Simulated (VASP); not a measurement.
Input of a VASP 6.6.1 run:

File INCAR:

```
SYSTEM = Sn
ALGO     = Normal         ! electronic algorithm
EDIFF    = 1E-7           ! SCF threshold, eV
ENCUT    = 520            ! plane-wave cutoff, eV
GGA      = RP             ! functional
ISIF     = 2              ! what is computed and relaxed
ISMEAR   = -1             ! smearing method
LASPH    = .True.         ! aspherical terms in the spheres
LCHARG   = .False.        ! write CHGCAR
LREAL    = .False.        ! projectors in reciprocal space
LWAVE    = .False.        ! write WAVECAR
NBANDS   = 36             ! bands
NELM     = 100            ! most SCF steps
PREC     = Accurate       ! precision mode
SIGMA    = 0.1            ! smearing width, eV
```

File KPOINTS:

```
k-points
0
Gamma
  12 12 4
  0 0 0
```

File POSCAR:

```
Sn
1.0
    3.4692524513      0.0000000000      0.0000000000
   -1.7346262256      3.0044607550      0.0000000000
    0.0000000000      0.0000000000     11.4514600487
Sn
4
Direct
    0.0000000000      0.0000000000      1.0000000000
    0.0000000000      0.0000000000      0.5000000000
    0.3333333333      0.6666666667      0.2500000000
    0.6666666667      0.3333333333      0.7500000000
```

Potentials or basis: VASP PAW PBE potentials, release 64 (Sn_d).

Run with:

```sh
$ cat potpaw_PBE.64/Sn_d/POTCAR > POTCAR
$ mpirun -np 1 vasp_std > vasp.out
```

Q: Predict the pressure.

A: -1.4 GPa.

Q: Estimate the band gap on the k mesh.

A: Zero (bands 28 and 29 overlap by 7.65 eV).

Stress tensor (GPa, compression positive):
```
-1.36  0.00  0.00
 0.00 -1.36  0.00
 0.00  0.00 -1.46
```

Caveat: the PAW data sets were made with another functional, which shifts forces and pressure a little; spin-orbit coupling is left out, which moves the levels of the heavy elements.
